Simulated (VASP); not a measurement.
Set up this calculation in VASP 6.6.1, as the native input.

```
Task                   : single point
Functional             : PBE
Potentials or basis    : VASP PAW PBE potentials, release 64 (Pb_d, Se)
Cutoff                 : 520 eV
k mesh                 : 6 × 6 × 3
Occupations            : fermi-dirac, width 0.05 eV
Spin                   : no spin polarisation
Dipole correction      : no
Further INCAR settings : ALGO = Normal; EDIFF = 1e-07; NBANDS = 28
```

The structure of PbSe lies in POSCAR:

```
PbSe
1.0
    4.3552219700      0.0000000000      0.0000000000
   -0.0101716689      4.3552100919      0.0000000000
   -2.1725251505     -2.1776050460     11.8386061582
Pb Se
2 2
Direct
    0.8068400000      0.8073040000      0.6184430000
    0.1854540000      0.1998100000      0.3823760000
    0.2873320000      0.3231460000      0.6231940000
    0.6842660000      0.6998950000      0.3779650000
```

This cell differs from its parent crystal: volume scaled by 0.96.

One way to write it, as run:

INCAR

```
SYSTEM = PbSe
ALGO = Normal
EDIFF = 1E-7
ENCUT = 520
GGA = PE
ISIF = 2
ISMEAR = -1
LASPH = .True.
LCHARG = .False.
LREAL = .False.
LWAVE = .False.
NBANDS = 28
NELM = 100
PREC = Accurate
SIGMA = 0.05
```

KPOINTS

```
k-points
0
Gamma
  6 6 3
  0 0 0
```

Potentials or basis: VASP PAW PBE potentials, release 64 (Pb_d, Se).

The run is started by

```sh
$ cat potpaw_PBE.64/Pb_d/POTCAR potpaw_PBE.64/Se/POTCAR > POTCAR
$ mpirun -np 1 vasp_std > vasp.out
```

It gave:

The largest force is 0.145 eV/Å and the band gap on the k mesh is 1.56 eV, direct.

Caveat: spin-orbit coupling is left out, which moves the levels of the heavy elements.

It took 6.8 min on 1 thread of AMD EPYC 7R43 64-Core Processor (Zen 3), on a shared host, peak memory 0.44 GiB.
